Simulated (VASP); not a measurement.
Runs of VASP 6.6.1 on BiSe3. The structure is that of space group Fm-3m (No. 225), or close to it. The cells are those of the table. The cell was built from a structure type or drawn by symmetry, and may not be a known phase.

```csv
task,cell,k mesh,cutoff (eV),gap on the mesh (eV),pressure (GPa),relaxed volume (Å³/atom)
relaxation of cell and atoms,"relaxed from a = 5.092 Å, angles 60.0°, 4 atoms",12 × 12 × 12,600,none,0.0,23.30
relaxation of cell and atoms,"relaxed from a = 5.527 Å, angles 60.0°, 4 atoms",4 × 4 × 4,600,none,0.0,23.34
single point,"a = 5.089 Å, angles 60.0°, 4 atoms",12 × 12 × 12,520,none,0.0,-
single point,"a = 5.092 Å, angles 60.0°, 4 atoms",4 × 4 × 4,520,none,0.0,-
single point,"a = 5.527 Å, angles 60.0°, 4 atoms",4 × 4 × 4,520,none,(a),-
```

Alike in all rows: level PBE; potentials or basis VASP PAW PBE potentials, release 64 (Bi_d, Se); no spin polarisation; smearing gaussian 0.1 eV.

Problem. Estimate the missing entries.

Solution. (a) -9.0.

Caveats: some runs use coarse meshes; spin-orbit coupling is left out, which moves the levels of the heavy elements; the volume moved by over 15 % at a fixed basis, so the end points are rough (at least some runs); the cell stands under tension (at least some runs).

A k mesh can miss the band edges, and the runs leave out spin-orbit coupling on Bi, Se.

A gap of «none» marks levels without a gap at the run's occupations.
